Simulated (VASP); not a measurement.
Mg3S2:

```
Mg S
1.0
     3.45918    0.00000    0.00000
    -1.72959    2.99574    0.00000
     0.00000    0.00000   17.05238
Mg S
6 4
Direct
  0.33333 0.66667 0.84388
  0.66667 0.33333 0.34388
  0.66667 0.33333 0.15612
  0.33333 0.66667 0.65612
  0.00000 0.00000 0.00000
  0.00000 0.00000 0.50000
  0.66667 0.33333 0.91410
  0.33333 0.66667 0.41410
  0.66667 0.33333 0.58590
  0.33333 0.66667 0.08590
```

The cell was built from a structure type or drawn by symmetry, and may not be a known phase.

```yaml
Program: VASP 6.6.1
Task: relaxation of cell and atoms
Functional: PBE
Potentials_or_basis: VASP PAW PBE potentials, release 64 (Mg, S)
Cutoff: 600 eV
k_mesh: 5 × 5 × 1
Occupations: gaussian, width 0.2 eV
Spin: no spin polarisation
```

At the start: pressure 17.5 GPa; volume 17.67 Å³/atom.

Task: Where does the relaxation end?

Result: Over 8 steps the energy falls by 307.3 meV/atom and the volume is 20.88 Å³/atom (+18.2 %); space group P6_3/mmc (No. 194, to 0.1 Å) before and after.

The path:
| step | energy change (eV) | largest force (eV/Å) | pressure (GPa) | volume (Å³) |
| --- | --- | --- | --- | --- |
| 1 | 0.0000 | 3.3717 | 17.55 | 176.71 |
| 2 | -2.7046 | 0.2939 | -3.84 | 230.93 |
| 3 | -2.8355 | 0.7453 | -1.34 | 218.70 |
| 4 | -2.9677 | 0.5131 | -0.68 | 214.34 |
| 5 | -3.0275 | 0.3403 | 0.40 | 209.05 |
| 6 | -3.0568 | 0.2318 | 0.06 | 209.59 |
| 7 | -3.0657 | 0.1511 | -0.24 | 210.10 |
| 8 | -3.0727 | 0.0077 | 0.07 | 208.85 |

Final structure:
```
Mg S
1.0
     3.69035    0.00000    0.00000
    -1.84517    3.19593    0.00000
     0.00000    0.00000   17.70764
Mg S
6 4
Direct
  0.33333 0.66667 0.82997
  0.66667 0.33333 0.32997
  0.66667 0.33333 0.17003
  0.33333 0.66667 0.67003
  0.00000 0.00000 0.00000
  0.00000 0.00000 0.50000
  0.66667 0.33333 0.91442
  0.33333 0.66667 0.41442
  0.66667 0.33333 0.58558
  0.33333 0.66667 0.08558
```

Caveat: the volume moved by over 15 % at a fixed basis, so the end points are rough.
